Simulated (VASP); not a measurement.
**BAs (o.bA): single point with PBE**

The system is BAs (o.bA).

```
CELL_PARAMETERS angstrom
0.00000 2.40454 2.40454
2.40454 0.00000 2.40454
2.40454 2.40454 0.00000
ATOMIC_POSITIONS crystal
B 0.00000 0.00000 0.00000
As 0.25000 0.25000 0.25000
```

```json
{
 "Program": "VASP 6.6.1",
 "Task": "single point",
 "Functional": "PBE",
 "Potentials or basis": "VASP PAW PBE potentials, release 64 (B, As)",
 "Cutoff": "500 eV",
 "k mesh": "10 × 10 × 10",
 "Occupations": "gaussian, width 0.02 eV",
 "Spin": "no spin polarisation"
}
```

```
Pressure               : 0.6 GPa
Band gap on the k mesh : 1.20 eV, indirect (least direct gap 3.25 eV)
```

Levels at points of the mesh, in eV from the valence-band top:
```
           k point  band 2  band 3  band 4  band 5  band 6  band 7
(0.00, 0.00, 0.00)    0.00    0.00    0.00    3.25    3.25    3.25
(0.50, 0.00, 0.00)   -8.64   -1.79   -1.79    2.58    4.76    4.76
(0.50, 0.50, 0.00)   -8.42   -4.00   -4.00    1.45    1.46   11.18
```

Run time: 13 s on 1 thread of Intel(R) Xeon(R) Platinum 8488C (Sapphire Rapids), on a shared host, peak memory 0.15 GiB.

A k mesh can miss the band edges.
